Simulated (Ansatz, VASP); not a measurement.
**One calculation of Ba, two programs**

The input INCAR:

```
PREC     = Accurate       # precision mode
ENCUT    = 520            # plane-wave cutoff, eV
EDIFF    = 1E-6           # SCF threshold, eV
ISMEAR   = 0              # smearing method
SIGMA    = 0.15           # smearing width, eV
LREAL    = False          # projectors in reciprocal space
LASPH    = True           # aspherical terms in the spheres
NELM     = 60             # most SCF steps
ALGO     = Fast           # electronic algorithm
ISIF     = 2              # what is computed and relaxed
LWAVE    = False          # write WAVECAR
LCHARG   = False          # write CHGCAR
NBANDS   = 11             # bands
```

The input KPOINTS:

```
Automatic mesh
0
Gamma
  16 16 16
```

File POSCAR:

```
Ba
1.0
    3.5984618652      0.0000000000      0.0000000000
    0.0000000000      3.5984618652      0.0000000000
    0.0000000000      0.0000000000      3.6541081827
Ba
1
Direct
    0.0000000000      0.0000000000      0.0000000000
```

Input for Ansatz:

```yaml
crystal:
  lattice:
    - [3.5984618652, 0.0, 0.0]
    - [0.0, 3.5984618652, 0.0]
    - [0.0, 0.0, 3.6541081827]
  atoms:
    - { symbol: Ba, position: [0.0, 0.0, 0.0] }
basis:
  ecutwfc: 420
kpoints:
  mp_grid: { grid: [16, 16, 16] }
hamiltonian:
  xc: lda
scf:
  occupations: { method: gaussian, width: 0.15 }
output:
  forces: true
  stress: true
  eigenvalues: true
```

Change from the starting cell: strain -0.030 along x and y, -0.015 along z, atoms carried along.

Alike in both runs: task single point; functional LDA; k mesh 16 × 16 × 16; occupations gaussian, width 0.15 eV; no spin polarisation.

|  | VASP | Ansatz |
| --- | --- | --- |
| version | VASP 6.6.1 | Ansatz 0.2.0 |
| potentials or method | VASP PAW LDA potentials, release 64 (Ba_sv), cutoff 520 eV | scalar-relativistic, plane waves, PAW |
| valence electrons in the cell | 10 | 10 |

```csv
,VASP,Ansatz,Ansatz less VASP
gap on the k mesh at the Fermi level (eV),none,none,-
pressure (GPa),1.1,0.7,-0.41
"traceless stress, the component that is largest in VASP (GPa)",-0.41,-0.38,+0.036
```

LDA's correlation is that of Perdew and Zunger in VASP and of Perdew and Wang (1992) in Ansatz. A gap of «none» marks a metal or a gap that the smearing closes.

Spin-orbit coupling is off throughout.
